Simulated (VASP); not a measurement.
Here is a VASP 6.6.1 calculation.

File INCAR:

```
PREC = Accurate ; ENCUT = 520
EDIFF = 1E-6 ; ISMEAR = 0
SIGMA = 0.05 ; LREAL = False
LASPH = True ; NELM = 60
ALGO = Normal ; ISIF = 2
LWAVE = False ; LCHARG = False
GGA = PE ; NBANDS = 11
```

Contents of KPOINTS:

```
Automatic mesh
0
Gamma
  12 12 8
```

POSCAR

```
MgO
1.0
    2.9377244759      0.0000000000      0.0000000000
   -1.4688622380      2.4296575443      0.0000000000
    0.0000000000      0.0000000000      2.6797873418
Mg O
1 1
Direct
    0.0000000000      0.0000000000      0.0000000000
    0.3333333333      0.6666666667      0.5000000000
```

Potentials or basis: VASP PAW PBE potentials, release 64 (Mg, O).

Run with:

```console
$ cat potpaw_PBE.64/Mg/POTCAR potpaw_PBE.64/O/POTCAR > POTCAR
$ mpirun -np 1 vasp_std > vasp.out
```

Problem. Estimate the largest force.

Solution. 0.058 eV/Å.

Problem. Estimate the pressure.

Solution. 6.0 GPa.

Problem. What does it give for the band gap on the k mesh?

Solution. 3.21 eV, indirect (least direct gap 3.66 eV).

Stress tensor (GPa, compression positive):
```
 4.15  0.00  0.00
 0.00 15.57  0.00
 0.00  0.00 -1.68
```

Caveat: the cell differs from its parent crystal (strain -0.0450 x Voigt [0, 1, 0, 0, 0, 0]). A k mesh can miss the band edges.
